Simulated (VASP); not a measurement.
GaAs: single point with revPBE+D4

The system is GaAs.

```
As Ga
1.0
     0.00000    2.76914    2.76914
     2.76914    0.00000    2.76914
     2.76914    2.76914    0.00000
As Ga
1 1
Direct
  0.75000 0.75000 0.75000
  0.00000 0.00000 0.00000
```

| Item | Value |
| --- | --- |
| Program | VASP 6.6.1 |
| Task | single point |
| Functional | revPBE |
| Dispersion | D4 |
| Potentials or basis | VASP PAW PBE potentials, release 64 (As, Ga_d) |
| Cutoff | 520 eV |
| k mesh | 8 × 8 × 8 |
| Occupations | fermi-dirac, width 0.05 eV |
| Spin | no spin polarisation |
| Dipole correction | no |
| Further INCAR settings | ALGO = Normal; EDIFF = 1e-06; NBANDS = 16 |

| Property | Result |
| --- | --- |
| Pressure | 4.5 GPa |
| Band gap on the k mesh | 1.09 eV, direct |
| Dispersion energy per atom | -0.738 eV |

Levels at points of the mesh, in eV from the valence-band top:
| k point | band 6 | band 7 | band 8 | band 9 | band 10 | band 11 | band 12 | band 13 |
| --- | --- | --- | --- | --- | --- | --- | --- | --- |
| (0.00, 0.00, 0.00) | -13.16 | 0.00 | 0.00 | 0.00 | 1.09 | 3.76 | 3.76 | 3.76 |
| (0.50, 0.00, 0.00) | -11.20 | -6.96 | -1.24 | -1.24 | 1.24 | 4.67 | 4.67 | 7.91 |
| (0.50, 0.50, 0.00) | -10.38 | -7.09 | -2.90 | -2.90 | 1.40 | 1.67 | 10.71 | 10.71 |

Run time: 43 s on 1 thread of AMD EPYC 7R13, with other jobs on the host, peak memory 0.15 GiB.

Caveat: the PAW data sets were made with another functional, which shifts forces and pressure a little. A k mesh can miss the band edges.
